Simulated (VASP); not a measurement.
# BN in VASP: further runs

BN is run at these levels: PBE+D3(BJ); tasks: single point.

Everything below comes from runs of VASP 6.6.1. Logs are shortened: lines on timing, memory, paths and dates and some standing lists are left out, and cuts for length are marked.

### 1 The cell of the first run

The cell holds a slab with vacuum, 6 atoms: a = 2.505 Å, b = 3.601 Å, c = 18.945 Å, α = 90.00°, β = 90.00°, γ = 110.36°.

### 2 Single point, PBE+D3(BJ)

Contents of INCAR:

```
ALGO = Normal
DIPOL = 0.5 0.5 0.500
EDIFF = 1E-7
ENCUT = 520
GGA = PE
IDIPOL = 3
ISIF = 2
ISMEAR = 0
ISYM = 0
IVDW = 12
LASPH = T
LCHARG = T
LDIPOL = T
LELF = T
LREAL = F
LVACPOTAV = T
LVHAR = T
LWAVE = F
NBANDS = 21
NELM = 100
PREC = Accurate
SIGMA = 0.05
```

Contents of KPOINTS:

```
k-points
0
Gamma
  11 8 1
```

Contents of POSCAR:

```
BN
1.0
    2.5053911206      0.0000000000      0.0000000000
   -1.2526955603      3.3759068938      0.0000000000
    0.0000000000      0.0000000000     18.9445444476
N B
3 3
Direct
    0.0450449204      0.0900898407      0.3694995158
    0.6138911498      0.2277822996      0.4813710307
    0.1732969506      0.3466276100      0.5955679439
    0.5684102799      0.1368205599      0.4067574544
    0.1347081551      0.2694190198      0.5166264546
    0.6874216831      0.3748773482      0.6303102621
```

Potentials or basis: VASP PAW PBE potentials, release 64 (N, B).

The run is started by

```console
$ cat potpaw_PBE.64/N/POTCAR potpaw_PBE.64/B/POTCAR > POTCAR
$ mpirun -np 1 vasp_std > vasp.out
```

OUTCAR:

```text
EDIFF = 1E-7
   ENCUT = 520
   GGA = PE
   ISIF = 2
   ISMEAR = 0
   ISYM = 0
   IVDW = 12
   LASPH = T
   LREAL = F
   NELM = 100
   PREC = Accurate
 IVDW          = 12

 ion  position               nearest neighbor table
   1  0.045  0.090  0.369-   4 1.45   4 1.45
   2  0.614  0.228  0.481-   5 1.43   5 1.43   4 1.45
   3  0.173  0.347  0.596-   6 1.42   6 1.42   5 1.52
   4  0.568  0.137  0.407-   2 1.45   1 1.45   1 1.45
   5  0.135  0.269  0.517-   2 1.43   2 1.43   3 1.52
   6  0.687  0.375  0.630-   3 1.42   3 1.42

IMPORTANT INFORMATION: All symmetrisations will be switched off!
NOSYMM: (Re-)initialisation of all symmetry stuff for point group C_1.

----------------------------------------------------------------------------------------

                                     Primitive cell

  volume of cell :     160.2323

  direct lattice vectors                    reciprocal lattice vectors
     2.505391121  0.000000000  0.000000000     0.399139277  0.148108350  0.000000000
    -1.252695560  3.375906894  0.000000000     0.000000000  0.296216700  0.000000000
     0.000000000  0.000000000 18.944544448     0.000000000  0.000000000  0.052785645

  length of vectors
     2.505391121  3.600832337 18.944544448     0.425732599  0.296216700  0.052785645

  position of ions in fractional coordinates (direct lattice)
     0.045044920  0.090089841  0.369499516
     0.613891150  0.227782300  0.481371031
     0.173296951  0.346627610  0.595567944
     0.568410280  0.136820560  0.406757454
     0.134708155  0.269419020  0.516626455
     0.687421683  0.374877348  0.630310262

  ion indices of the primitive-cell ions
   primitive index   ion index
                 1           1
                 2           2
                 3           3
                 4           4
                 5           5
                 6           6

----------------------------------------------------------------------------------------

 KPOINTS: k-points

Automatic generation of k-mesh.
 Grid dimensions read from file:
 generate k-points for:   11    8    1

 Generating k-lattice:

  Cartesian coordinates                     Fractional coordinates (reciprocal lattice)
     0.036285389  0.013464395  0.000000000     0.090909091  0.000000000  0.000000000
     0.000000000  0.037027088  0.000000000     0.000000000  0.125000000  0.000000000
     0.000000000  0.000000000  0.052785645     0.000000000  0.000000000  1.000000000

  Length of vectors
     0.038702964  0.037027088  0.052785645

  Shift w.r.t. Gamma in fractional coordinates (k-lattice)
     0.000000000  0.000000000  0.000000000

 -----------------------------------------------------------------------------
|                                                                             |
|           W    W    AA    RRRRR   N    N  II  N    N   GGGG   !!!           |
|           W    W   A  A   R    R  NN   N  II  NN   N  G    G  !!!           |
|           W    W  A    A  R    R  N N  N  II  N N  N  G       !!!           |
|           W WW W  AAAAAA  RRRRR   N  N N  II  N  N N  G  GGG   !            |
|           WW  WW  A    A  R   R   N   NN  II  N   NN  G    G                |
|           W    W  A    A  R    R  N    N  II  N    N   GGGG   !!!           |
|                                                                             |
|     Your reciprocal lattice and k-lattice belong to different lattice       |
|     classes:                                                                |
|                                                                             |
|        The reciprocal lattice is base centered orthorhombic,                |
|        whereas your k-lattice is simple monoclinic.                         |
|                                                                             |
|     Results are often still useful ...                                      |
|                                                                             |
 -----------------------------------------------------------------------------

 WARNING: IBZKPT: internal override: KBLOWUP is changed to .FALSE.
      ... skipping the blow-up phase ...

 Subroutine IBZKPT returns following result:
 ===========================================

 Found     45 irreducible k-points:

 Following reciprocal coordinates:
            Coordinates               Weight
  0.000000  0.000000  0.000000      1.000000
  0.090909 -0.000000  0.000000      2.000000
  0.181818  0.000000  0.000000      2.000000
  0.272727  0.000000  0.000000      2.000000
  0.363636 -0.000000  0.000000      2.000000
  0.454545 -0.000000  0.000000      2.000000
[... 16 lines left out ...]
  0.454545  0.250000  0.000000      2.000000
 -0.454545  0.250000  0.000000      2.000000
 [... further k-points ...]
   k-points           NKPTS =     45   k-points in BZ     NKDIM =     45   number of bands    NBANDS=     21
   number of dos      NEDOS =    301   number of ions     NIONS =      6
   total plane-waves  NPLWV =  80640
   dimension x,y,z NGX =    20 NGY =   28 NGZ =  144
   dimension x,y,z NGXF=    40 NGYF=   56 NGZF=  288
   ions per type =               3   3
   NGX,Y,Z   is equivalent  to a cutoff of  13.27, 12.93, 12.64 a.u.
   NGXF,Y,Z  is equivalent  to a cutoff of  26.54, 25.85, 25.27 a.u.
 SYSTEM =  unknown system
   PREC   = accura    normal or accurate (medium, high low for compatibility)
   ISTART =      0    job   : 0-new  1-cont  2-samecut
   ICHARG =      2    charge: 1-file 2-atom 10-const
   ISPIN  =      1    spin polarized calculation?
   LNONCOLLINEAR =      F non collinear calculations
   LSORBIT =      F    spin-orbit coupling
   LASPH  =      T    aspherical Exc in radial PAW
   ENCUT  =  520.0 eV  38.22 Ry    6.18 a.u.   4.66  6.70 35.22*2*pi/ulx,y,z
   NELM   =    100;   NELMIN=  2; NELMDL= -5     # of ELM steps
   EDIFF  = 0.1E-06   stopping-criterion for ELM
   LREAL  =      F    real-space projection
   EDIFFG = 0.1E-05   stopping-criterion for IOM
   NSW    =      0    number of steps for IOM
   IBRION =     -1    ionic relax: 0-MD 1-quasi-New 2-CG
   NFREE  =      0    steps in history (QN), initial steepest desc. (CG)
   ISIF   =      2    stress and relaxation
   ISYM   =      0    0-nonsym 1-usesym 2-fastsym
   POTIM  = 0.5000    time-step for ionic-motion
   TEBEG  =    0.0;   TEEND  =   0.0 temperature during run
   PSTRESS=    0.0 pullay stress
   NELECT =      24.0000    total number of electrons
   NUPDOWN=      -1.0000    fix difference up-down
   EMIN   =  10.00;   EMAX   =-10.00  energy-range for DOS
   EFERMI =   0.00;   METHOD = LEGACY
   ISMEAR =     0;   SIGMA  =   0.05  broadening in eV -4-tet -1-fermi 0-gaus
   EFERMI_NEDOS =   21; number of points for ismear=-14 and -15
   IALGO  =     38    algorithm
   IMIX   =      4    mixing-type and parameters
     AMIX     =   0.40;   BMIX     =  1.00
     AMIX_MAG =   1.60;   BMIX_MAG =  1.00
  volume/ion in A,a.u.               =      26.71       180.22
  Fermi-wavevector in a.u.,A,eV,Ry     =   0.869418  1.642961 10.284471  0.755887
  Thomas-Fermi vector in A             =   1.988237
   LORBIT       =      0    0 simple, 1 ext, 2 COOP (PROOUT), +10 PAW based schemes
   GGA     = PE    functional components
   LHFCALC =     F    Hartree Fock is set to
   AEXX    =    0.0000 exact exchange contribution
   IVDW    =    12    specifies the selected vdW correction
   LEPSILON=     F    determine dielectric tensor
   LRPA    =     F    only Hartree local field effects (RPA)
 non-spin polarized calculation
 Gauss-broadening in eV      SIGMA  =   0.05
  energy-cutoff  :      520.00
  volume of cell :      160.23
 maximum number of plane-waves:      4371
   NGX =  9   NGY = 13   NGZ = 71

 dipolmoment           0.000000      0.000000      0.000003 electrons x Angstroem

 number of electron      24.0000004 magnetization

 dipolmoment           0.000000      0.000000     -0.157178 electrons x Angstroem

 Free energy of the ion-electron system (eV)
  ---------------------------------------------------
  ext. energy  EPLUGINS =         0.00000000
  ---------------------------------------------------
  free energy    TOTEN  =       -46.37205780 eV

  energy without entropy =      -46.36687024  energy(sigma->0) =      -46.36946402

 E-fermi :  -3.2093     XC(G=0):  -4.3420

 val. band max:       -3.2142565584   @ k =   0.0000   0.0000   0.0000
 cond. band min:      -3.1928424906   @ k =   0.0909  -0.0000   0.0000
 fundamental gap:      0.0214140679
 Fermi energy:        -3.2093284230

 k-point     1 :       0.0000    0.0000    0.0000
  band No.  band energies     occupation
      1     -22.7488      2.00000
      2     -21.1955      2.00000
      3     -17.9636      2.00000
      4     -12.9457      2.00000
      5      -9.5668      2.00000
      6      -9.2897      2.00000
[... 13 lines left out ...]
     20       4.7946      0.00000
     21       5.3594      0.00000

 k-point     2 :       0.0909   -0.0000    0.0000
  band No.  band energies     occupation
      1     -22.6319      2.00000
      2     -21.0923      2.00000
      3     -17.8758      2.00000
      4     -12.8630      2.00000
      5     -10.0471      2.00000
      6      -9.2568      2.00000
[... 13 lines left out ...]
     20       4.9682      0.00000
     21       5.6790      0.00000

 k-point     3 :       0.1818    0.0000    0.0000
  band No.  band energies     occupation
      1     -22.2911      2.00000
      2     -20.7983      2.00000
      3     -17.6305      2.00000
      4     -12.6451      2.00000
      5     -11.1258      2.00000
      6      -9.7224      2.00000
[... 13 lines left out ...]
     20       5.5488      0.00000
     21       5.9792      0.00000
[... 457 lines left out ...]
 k-point    23 :       0.4545    0.2500    0.0000
  band No.  band energies     occupation
      1     -20.5531      2.00000
      2     -19.7058      2.00000
      3     -16.8214      2.00000
      4     -14.1597      2.00000
      5     -13.0297      2.00000
      6     -10.9670      2.00000
[... 13 lines left out ...]
     20       7.5440      0.00000
     21       8.3732      0.00000

 k-point    24 :      -0.4545    0.2500    0.0000
  band No.  band energies     occupation
      1     -20.6240      2.00000
      2     -19.7319      2.00000
      3     -16.8509      2.00000
      4     -14.1354      2.00000
      5     -13.0242      2.00000
      6     -10.9933      2.00000
[... 13 lines left out ...]
     20       7.4068      0.00000
     21       7.6209      0.00000

 [... further k-points ...]

------------------------ aborting loop because EDIFF is reached ----------------------------------------

 Edisp (eV)   -0.66518

 E8    (eV) :    -0.2054

  FORCE on cell =-STRESS in cart. coord.  units (eV):
  Direction    XX          YY          ZZ          XY          YZ          ZX
  --------------------------------------------------------------------------------------
  -------------------------------------------------------------------------------------
  Total      -1.85973    -0.33308     1.86368    -0.00868     0.48175    -0.00058
  in kB     -18.59557    -3.33053    18.63510    -0.08678     4.81708    -0.00582
  external pressure =       -1.10 kB  Pullay stress =        0.00 kB

 VOLUME and BASIS-vectors are now :
 -----------------------------------------------------------------------------
  energy-cutoff  :      520.00
  volume of cell :      160.23
      direct lattice vectors                 reciprocal lattice vectors
     2.505391121  0.000000000  0.000000000     0.399139277  0.148108350  0.000000000
    -1.252695560  3.375906894  0.000000000     0.000000000  0.296216700  0.000000000
     0.000000000  0.000000000 18.944544448     0.000000000  0.000000000  0.052785645

 POSITION                                       TOTAL-FORCE (eV/Angst)
 -----------------------------------------------------------------------------------
      0.00000      0.30413      7.00000         0.000297      0.227995      1.748884
      1.25270      0.76897      9.11935        -0.000033      0.428856      2.134298
     -0.00004      1.17018     11.28276         0.000023      0.007882      0.016098
      1.25270      0.46189      7.70583        -0.000175     -0.665864     -3.914376
     -0.00000      0.90953      9.78725        -0.000158     -0.001507     -0.001425
      1.25265      1.26555     11.94094         0.000047      0.002639      0.016522
 -----------------------------------------------------------------------------------
    total drift:                               -0.000148      0.000081     -0.000248

  FREE ENERGIE OF THE ION-ELECTRON SYSTEM (eV)
  ---------------------------------------------------
  free  energy   TOTEN  =       -47.0372378159 eV

  energy  without entropy=      -47.0320502553  energy(sigma->0) =      -47.03464404

 vacuum level on the upper side and lower side of the slab         1.935         5.298
```

Run time: 3.2 min. Hardware: 1 thread of Intel Xeon 6975P-C (Granite Rapids), shared host; peak memory 0.34 GiB.

What came out:

```yaml
Free_energy: -47.0372 eV
Largest_force: 3.971 eV/Å
Band_gap_on_the_k_mesh: zero (band 12 reaches -2.99 eV, above the bottom of band 13 at -3.41 eV)
Dispersion_energy_per_atom: -0.111 eV
```

Forces in eV/Å, atoms in the order of the input:
```
N    0.000  0.228  1.749
N    0.000  0.429  2.134
N    0.000  0.008  0.016
B    0.000 -0.666 -3.914
B    0.000 -0.002 -0.001
B    0.000  0.003  0.017
```

(Part 1 of 2 ends here.)
